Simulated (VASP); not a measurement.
Input of a VASP 6.6.1 run:

File POSCAR:

```
Te
1.0
    4.3938034316      0.0000000000      0.0000000000
   -2.1969017158      3.8051453911      0.0000000000
    0.0000000000      0.0000000000      5.8439361313
Te
3
Direct
    0.7310000000      0.7310000000      0.0000000000
    0.0000000000      0.2690000000      0.6666666667
    0.2690000000      0.0000000000      0.3333333333
```

File INCAR.step1:

```
SYSTEM = Te
PREC = Accurate ; ENCUT = 520
ISMEAR = -1 ; SIGMA = 0.05
LREAL = .FALSE. ; LASPH = .TRUE.
NELM = 60 ; NBANDS = 16
GGA = PE ; ALGO = Normal
EDIFF = 1E-4 ; LWAVE = .TRUE.
LCHARG = .FALSE.
```

Contents of INCAR.step2:

```
SYSTEM = Te
PREC = Accurate ; ENCUT = 520
EDIFF = 1E-6 ; ISMEAR = -1
SIGMA = 0.05 ; LREAL = .FALSE.
LASPH = .TRUE. ; NELM = 60
ALGO = Normal ; ISIF = 2
LWAVE = .FALSE. ; LCHARG = .TRUE.
METAGGA = R2SCAN ; LMIXTAU = .TRUE.
LELF = .TRUE. ; LVHAR = .TRUE.
NBANDS = 16 ; ISTART = 1
```

File KPOINTS:

```
regular mesh
0
G
  7 7 5
  0 0 0
```

Potentials or basis: VASP PAW PBE potentials, release 64 (Te).

The run is started by

```console
$ cat potpaw_PBE.64/Te/POTCAR > POTCAR
$ cp INCAR.step1 INCAR
$ mpirun -np 1 vasp_std > vasp.out
$ cp INCAR.step2 INCAR
$ mpirun -np 1 vasp_std > vasp.out
```

Q: What does it give for the pressure?

A: 3.3 GPa.

Q: What does it give for the band gap on the k mesh?

A: 0.71 eV, indirect (least direct gap 0.96 eV).

Stress tensor (GPa, compression positive):
```
2.92 0.00 0.00
0.00 2.92 0.00
0.00 0.00 3.98
```

Caveat: the PAW data sets were made with another functional, which shifts forces and pressure a little; spin-orbit coupling is left out, which moves the levels of the heavy elements. r2SCAN opens gaps a little over a GGA but as a rule still falls short of measured ones.
